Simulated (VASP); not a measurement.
A run of VASP 6.6.1:

INCAR

```
  ALGO = Normal
  EDIFF = 1E-6
  ENCUT = 600
  GGA = PE
  GGA_COMPAT = False
  ISIF = 2
  ISMEAR = 1
  LASPH = True
  LCHARG = True
  LELF = True
  LREAL = False
  LVHAR = True
  LWAVE = False
  NBANDS = 15
  NELM = 120
  PREC = Accurate
  SIGMA = 0.1
```

Contents of KPOINTS:

```
k-points
0
Gamma
  18 18 10
```

File POSCAR:

```
Os
1.0
    2.7341000000      0.0000000000      0.0000000000
   -1.3670500000      2.3678000565      0.0000000000
    0.0000000000      0.0000000000      4.3197000000
Os
2
Direct
    0.6666666667      0.3333333333      0.7500000000
    0.3333333333      0.6666666667      0.2500000000
```

Potentials or basis: VASP PAW PBE potentials, release 64 (Os).

Run with:

```console
$ cat potpaw_PBE.64/Os/POTCAR > POTCAR
$ mpirun -np 1 vasp_std > vasp.out
```

Hardware: 1 thread of AMD EPYC 7R43 64-Core Processor (Zen 3), on a shared host.

How long does it take, and how much memory?

It took 2.5 min on 1 thread of AMD EPYC 7R43 64-Core Processor (Zen 3), with other jobs on the host, peak memory 0.19 GiB. Counts: scf iterations 12, k points 222.
